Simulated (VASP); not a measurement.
# Li4TmGe: relaxation of cell and atoms with PBE

Crystal: Li4TmGe.

```xyz
6
Lattice="3.5989 0.0000 0.0000 -1.7994 3.1167 0.0000 0.0000 0.0000 9.1974" Properties=species:S:1:pos:R:3 pbc="T T T"
Li    0.0000    2.0778    0.0000
Li    1.7994    1.0389    0.0000
Li    0.0000    0.0000    6.7438
Li    0.0000    0.0000    2.4535
Tm    0.0000    0.0000    4.5987
Ge    0.0000    0.0000    0.0000
```

The cell was generated, and may not be a known phase.

```yaml
Program: VASP 6.6.1
Task: relaxation of cell and atoms
Functional: PBE
Potentials_or_basis: VASP PAW PBE potentials, release 64 (Li_sv, Tm_3, Ge_d), 4f in core
Cutoff: 750 eV
k_mesh: 5 × 5 × 2
Occupations: gaussian, width 0.2 eV
Spin: no spin polarisation
Dipole_correction: no
Further_INCAR_settings: ALGO = Normal; EDIFF = 1e-07; IBRION = 2; EDIFFG = -0.08; NSW = 36; ISIF = 3
```

The relaxed volume is 30.33 Å³/atom and the relaxed cell is a = 4.231 Å, b = 4.231 Å, c = 11.740 Å, α = 90.00°, β = 90.00°, γ = 120.00°. The space group after relaxing (to 0.1 Å) is P6/mmm (No. 191). The energy gained by relaxing is 753.5 meV/atom. The ionic steps are 13 and the pressure after relaxing is 0.0 GPa. The largest force after relaxing is 0.024 eV/Å. The band gap on the k mesh is zero (an odd number of electrons rules out a gap without spin polarisation).

Forces in eV/Å, atoms in the order of the input:
```
Li   0.000  0.000  0.000
Li   0.000  0.000  0.000
Li   0.000  0.000  0.024
Li   0.000  0.000 -0.024
Tm   0.000  0.000  0.000
Ge   0.000  0.000  0.000
```

Stress tensor (GPa, compression positive):
```
-0.05  0.00  0.00
 0.00 -0.05  0.00
 0.00  0.00  0.10
```

Step by step:
| step | energy change (eV) | largest force (eV/Å) | pressure (GPa) | volume (Å³) |
| --- | --- | --- | --- | --- |
| 1 | 0.0000 | 3.0640 | 21.01 | 103.16 |
| 2 | -3.3915 | 1.5213 | 5.18 | 140.61 |
| 3 | -4.0850 | 1.0420 | 1.15 | 165.89 |
| 4 | -3.9399 | 0.5433 | -2.72 | 225.17 |
| 5 | -4.2429 | 0.7556 | -0.84 | 188.05 |
| 6 | -4.2428 | 0.7769 | -0.66 | 185.68 |
| 7 | -4.3523 | 0.6286 | -0.47 | 183.06 |
| 8 | -4.4637 | 0.3810 | 0.12 | 177.70 |
| 9 | -4.4688 | 0.3219 | 0.33 | 176.21 |
| 10 | -4.5064 | 0.1759 | 0.25 | 177.88 |
| 11 | -4.5177 | 0.0219 | 0.23 | 179.64 |
| 12 | -4.5181 | 0.0123 | 0.23 | 179.36 |
| 13 | -4.5212 | 0.0245 | 0.00 | 181.99 |

Final structure:
```
Li Tm Ge
1.0
     4.23079    0.00000    0.00000
    -2.11540    3.66398    0.00000
     0.00000    0.00000   11.74045
Li Tm Ge
4 1 1
Direct
  0.33333 0.66667 0.00000
  0.66667 0.33333 0.00000
  0.00000 0.00000 0.78809
  0.00000 0.00000 0.21191
  0.00000 0.00000 0.50000
  0.00000 0.00000 0.00000
```

Levels at points of the mesh, in eV from the Fermi level:
```csv
k point,band 13,band 14,band 15,band 16,band 17,band 18,band 19,band 20,band 21
"(0.00, 0.00, 0.00)",-7.69,-3.63,-2.20,-0.39,-0.34,1.15,1.15,1.16,1.16
"(0.00, 0.00, 0.50)",-7.69,-3.65,-2.05,-0.89,-0.08,1.15,1.15,1.15,1.15
```

It took 3.6 min on 1 thread of Intel(R) Xeon(R) 6975P-C (Granite Rapids), on a shared host, peak memory 0.32 GiB.

Caveat: the k points lie up to 0.34 Å⁻¹ apart in the final cell, too coarse for converged energies and pressures of a metal; the volume moved by over 15 % at a fixed basis, so the end points are rough; spin-orbit coupling is left out, which moves the levels of the heavy elements; the 4f electrons are frozen in the core, so they carry no moment and show no levels. Spin polarisation is off, so any magnetic state and its effect on volume and gap are missing.
